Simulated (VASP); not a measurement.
## Os: relaxation of volume and atoms at fixed shape with LDA

Os:

```
CELL_PARAMETERS angstrom
0.00000 1.91000 1.91000
1.91000 0.00000 1.91000
1.91000 1.91000 0.00000
ATOMIC_POSITIONS crystal
Os 0.00000 0.00000 0.00000
```

This isn't the form of Os at room conditions, which is hcp.

```
Program                : VASP 6.6.1
Task                   : relaxation of volume and atoms at fixed shape
Functional             : LDA
Potentials or basis    : VASP PAW LDA potentials, release 64 (Os)
Cutoff                 : 600 eV
k mesh                 : 8 × 8 × 8
Occupations            : fermi-dirac, width 0.05 eV
Spin                   : no spin polarisation
Dipole correction      : no
Further INCAR settings : ALGO = Normal; EDIFF = 1e-07; IBRION = 2; EDIFFG = -0.03; NSW = 80; ISIF = 8
```

```yaml
Relaxed_volume: 13.78 Å³/atom
Relaxed_cell: a = 2.691 Å, b = 2.691 Å, c = 2.691 Å, α = 60.00°, β = 60.00°, γ = 60.00°
Space_group_after_relaxing_to_0.1_Å: Fm-3m (No. 225)
Energy_gained_by_relaxing: 2.4 meV/atom
Ionic_steps: 3
Pressure_after_relaxing: -0.1 GPa
Band_gap_on_the_k_mesh: zero (bands 4 and 5 overlap by 3.47 eV)
```

The path:
```
step  energy change (eV)  largest force (eV/Å)  pressure (GPa)  volume (Å³)
   1              0.0000                0.0000           -4.89        13.94
   2              0.0496                0.0000           25.58        13.10
   3             -0.0024                0.0000           -0.12        13.78
```

Final structure:
```
Os
1.0
     0.00000    1.90302    1.90302
     1.90302    0.00000    1.90302
     1.90302    1.90302    0.00000
Os
1
Direct
  0.00000 0.00000 0.00000
```

Levels at points of the mesh, in eV from the Fermi level:
| k point | band 1 | band 2 | band 3 | band 4 | band 5 | band 6 | band 7 | band 8 |
| --- | --- | --- | --- | --- | --- | --- | --- | --- |
| (0.00, 0.00, 0.00) | -10.68 | -2.88 | -2.88 | -2.88 | 0.24 | 0.24 | 14.53 | 20.37 |
| (0.50, 0.00, 0.00) | -7.60 | -3.05 | -3.05 | 0.09 | 2.72 | 2.72 | 9.43 | 14.06 |
| (0.50, 0.50, 0.00) | -7.54 | -6.82 | 2.68 | 2.72 | 3.43 | 3.43 | 12.64 | 12.64 |

Wall time 4.4 s on 1 thread of Intel(R) Xeon(R) 6975P-C (Granite Rapids), on a shared host, peak memory 0.13 GiB.

Caveat: spin-orbit coupling is left out, which moves the levels of the heavy elements.
